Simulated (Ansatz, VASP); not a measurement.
## One calculation of Ti, two programs

Contents of INCAR:

```
SYSTEM = Ti
  PREC = Accurate
  ENCUT = 520
  EDIFF = 1E-6
  ISMEAR = 0
  SIGMA = 0.15
  LREAL = .False.
  LASPH = .True.
  NELM = 60
  ALGO = Fast
  ISIF = 2
  LWAVE = .False.
  LCHARG = .True.
  GGA = PS
  LELF = .True.
  LVHAR = .True.
  NBANDS = 19
```

The input KPOINTS:

```
Automatic mesh
0
Gamma
  18 18 18
  0 0 0
```

File POSCAR:

```
Ti
1.0
    0.0000000000     -3.2102321259      0.0000000000
   -3.2102321259      0.0000000000      0.0000000000
    0.0000000000      0.0000000000     -3.2102321259
Ti
2
Direct
    0.5000000000      0.5000000000      0.4610620058
    0.0000000000      0.0000000000      0.0389379942
```

Input for Ansatz:

```yaml
crystal:
  lattice:
    - [0.0, -3.2102321259, 0.0]
    - [-3.2102321259, 0.0, 0.0]
    - [0.0, 0.0, -3.2102321259]
  atoms:
    - { symbol: Ti, position: [0.5, 0.5, 0.4610620058] }
    - { symbol: Ti, position: [0.0, 0.0, 0.0389379942] }
basis:
  ecutwfc: 420
kpoints:
  mp_grid: { grid: [18, 18, 18] }
hamiltonian:
  xc: pbesol
scf:
  occupations: { method: gaussian, width: 0.15 }
output:
  forces: true
  stress: true
  eigenvalues: true
  write_density: true
  write_potential: true
  elf: true
  volumetric_format: npy
```

Change from the starting cell: mode 4 (225.9 1/cm) frozen in, largest displacement +0.125 Å.

Alike in both runs: task single point; functional PBEsol; k mesh 18 × 18 × 18; occupations gaussian, width 0.15 eV; no spin polarisation.

|  | VASP | Ansatz |
| --- | --- | --- |
| version | VASP 6.6.1 | Ansatz 0.2.0 |
| potentials or method | VASP PAW PBE potentials, release 64 (Ti_sv), cutoff 520 eV | scalar-relativistic, plane waves, PAW |
| valence electrons in the cell | 24 | 24 |

|  | VASP | Ansatz | Ansatz less VASP |
| --- | --- | --- | --- |
| gap on the k mesh at the Fermi level (eV) | none | none | - |
| pressure (GPa) | 1.4 | 1.6 | +0.28 |
| traceless stress, the component that is largest in VASP (GPa) | -1.16 | -1.17 | -0.013 |
| rms of the force components (eV/Å) | 0.720 | 0.721 | +0.0006 |

VASP's potentials were made for PBE, not for PBEsol. Atom by atom the forces differ by 0.001 eV/Å (rms over components). A gap of «none» marks a metal or a gap that the smearing closes.
